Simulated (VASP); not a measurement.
A run of VASP 6.6.1:

File INCAR:

```
PREC     = Accurate       # precision mode
ENCUT    = 520            # plane-wave cutoff, eV
EDIFF    = 1E-6           # SCF threshold, eV
ISMEAR   = 0              # smearing method
SIGMA    = 0.15           # smearing width, eV
LREAL    = False          # projectors in reciprocal space
LASPH    = True           # aspherical terms in the spheres
NELM     = 100            # most SCF steps
ALGO     = Normal         # electronic algorithm
ISIF     = 2              # what is computed and relaxed
LWAVE    = False          # write WAVECAR
LCHARG   = False          # write CHGCAR
GGA      = PS             # functional
IVDW     = 12             # dispersion correction
NBANDS   = 11             # bands
```

Contents of KPOINTS:

```
regular mesh
0
Gamma
  21 21 12
```

The input POSCAR:

```
C
1.0
    2.5190997031      0.0000000000      0.0000000000
   -1.2595498516      2.1816043375      0.0000000000
    0.0000000000      0.0000000000      3.6177192973
C
2
Direct
    0.3239365790      0.6478731580      0.0000000000
    0.6760634210      0.3521268420      0.0000000000
```

Potentials or basis: VASP PAW PBE potentials, release 64 (C).

Launch:

```sh
$ cat potpaw_PBE.64/C/POTCAR > POTCAR
$ mpirun -np 1 vasp_std > vasp.out
```

Hardware: 1 thread of Intel(R) Xeon(R) 6975P-C (Granite Rapids), on a shared host.

Question: How long does it take, and how much memory?

Answer: It took 71 s on 1 thread of Intel(R) Xeon(R) 6975P-C (Granite Rapids), with other jobs on the host, peak memory 0.26 GiB. Counts: scf iterations 12, k points 847.
